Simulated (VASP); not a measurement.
# V (P6_3/mmc) in VASP: a run that goes wrong, beside a sound one

Two runs on V: the first has a flaw, the second is sound.

Everything below comes from runs of VASP 6.6.1. Logs are shortened: lines on timing, memory, paths and dates and some standing lists are left out, and cuts for length are marked.

### 1 The cell of the first run

It takes space group P6_3/mmc (No. 194, hexagonal). Conventional cell: a = 2.604 Å, b = 2.604 Å, c = 4.723 Å, α = 90.00°, β = 90.00°, γ = 120.00°. Within 3.4 Å of V (site symmetry -6m2) lie 12 V at 2.60 to 2.80 Å.

This isn't the form of V at room conditions, which is bcc.

### 2 A run with an altered input

The input, INCAR:

```
SYSTEM = V
GGA = PS
ISPIN = 2
MAGMOM = 2 2
LORBIT = 11
ISMEAR = 1
SIGMA = 0.1
LWAVE = .FALSE.
LCHARG = .FALSE.
ISIF = 2
PREC = Accurate
LASPH = .TRUE.
LREAL = .FALSE.
ALGO = Normal
EDIFF = 1E-6
NELM = 60
GGA_COMPAT = .FALSE.
ENCUT = 450
LMAXMIX = 4
KPAR = 2
ICHARG = 11
```

The input, KPOINTS:

```
k-points
0
Gamma
  14 14 7
```

The input, POSCAR:

```
V
1.0
    2.6042941027      0.0000000000      0.0000000000
   -1.3021470513      2.2553848518      0.0000000000
    0.0000000000      0.0000000000      4.7233360000
V
2
Direct
    0.3333333333      0.6666666667      0.2500000000
    0.6666666667      0.3333333333      0.7500000000
```

Potentials or basis: VASP PAW PBE potentials, release 64 (V_sv).

Run with:

```bash
$ cat potpaw_PBE.64/V_sv/POTCAR > POTCAR
$ mpirun -np 2 vasp_std > vasp.out
```

OUTCAR:

```text
SYSTEM = V
   GGA = PS
   ISPIN = 2
   LORBIT = 11
   ISMEAR = 1
   ISIF = 2
   PREC = Accurate
   LASPH = .TRUE.
   LREAL = .FALSE.
   EDIFF = 1E-6
[... 29 lines left out ...]
   LASPH  =      T    aspherical Exc in radial PAW
   ENCUT  =  450.0 eV  33.07 Ry    5.75 a.u.   4.50  4.50  8.17*2*pi/ulx,y,z
   NELM   =     60;   NELMIN=  2; NELMDL= -5     # of ELM steps
   EDIFF  = 0.1E-05   stopping-criterion for ELM
   LREAL  =      F    real-space projection
   EDIFFG = 0.1E-04   stopping-criterion for IOM
   NSW    =      0    number of steps for IOM
   IBRION =     -1    ionic relax: 0-MD 1-quasi-New 2-CG
   NFREE  =      0    steps in history (QN), initial steepest desc. (CG)
   ISIF   =      2    stress and relaxation
[... 23 lines left out ...]
   IVDW    =     0    specifies the selected vdW correction
   LEPSILON=     F    determine dielectric tensor
   LRPA    =     F    only Hartree local field effects (RPA)

   CSHIFT  =0.1000    complex shift for real part using Kramers Kronig

   OMEGAMAX=  -1.0    maximum frequency
 spin polarized calculation
 Methfessel and Paxton  Order N= 1 SIGMA  =   0.10
  energy-cutoff  :      450.00
  volume of cell :       27.74
 maximum number of plane-waves:       635
 NGX is ok and might be reduce to    18
```

On the terminal:

```text
POSCAR found type information on POSCAR V
 POSCAR found :  1 types and       2 ions
 scaLAPACK will be used
[... 32 lines left out ...]

1
1
```

Run time: 2.5 s. Hardware: 2 MPI ranks of Intel Xeon 6975P-C (Granite Rapids), shared host.

The program refused the input. The fault, put in on purpose: restart asked without its files (ICHARG = 11).

### 3 Single point, PBEsol, collinear spin, zero start

The input, INCAR:

```
SYSTEM = V
PREC     = Accurate       ! precision mode
ENCUT    = 520            ! plane-wave cutoff, eV
EDIFF    = 1E-7           ! SCF threshold, eV
ISMEAR   = -1             ! smearing method
SIGMA    = 0.05           ! smearing width, eV
LREAL    = .FALSE.        ! projectors in reciprocal space
LASPH    = .TRUE.         ! aspherical terms in the spheres
NELM     = 150            ! most SCF steps
ALGO     = Normal         ! electronic algorithm
ISIF     = 2              ! what is computed and relaxed
LWAVE    = .FALSE.        ! write WAVECAR
LCHARG   = .TRUE.         ! write CHGCAR
ISPIN    = 2              ! spin polarisation
MAGMOM   = 0 0            ! initial moments
LORBIT   = 11             ! projections on sites
NUPDOWN  = 0.0            ! fixed moment
LMAXMIX  = 4              ! l up to which the mixer works
GGA      = PS             ! functional
LELF     = .TRUE.         ! ELF
LVHAR    = .TRUE.       
NBANDS   = 24             ! bands
```

The input, KPOINTS:

```
Automatic mesh
0
G
  10 10 5
  0 0 0
```

POSCAR is that of step 2.

Potentials or basis: VASP PAW PBE potentials, release 64 (V_sv).

Run with:

```bash
$ cat potpaw_PBE.64/V_sv/POTCAR > POTCAR
$ mpirun -np 1 vasp_std > vasp.out
```

Run time: 30 s. Hardware: 1 thread of Intel Xeon Platinum 8488C (Sapphire Rapids), shared host; peak memory 0.16 GiB.

It converged, with:

```yaml
Free_energy: -18.7220 eV
Pressure: -6.8 GPa
Net_moment: 0.00 μB per cell
Valence_electrons_inside_the_program's_atomic_spheres: V 11.63
```

Caveat: the cell stands under tension; the PAW data sets were made with another functional, which shifts forces and pressure a little; the total moment is fixed, so each spin has its own Fermi level.
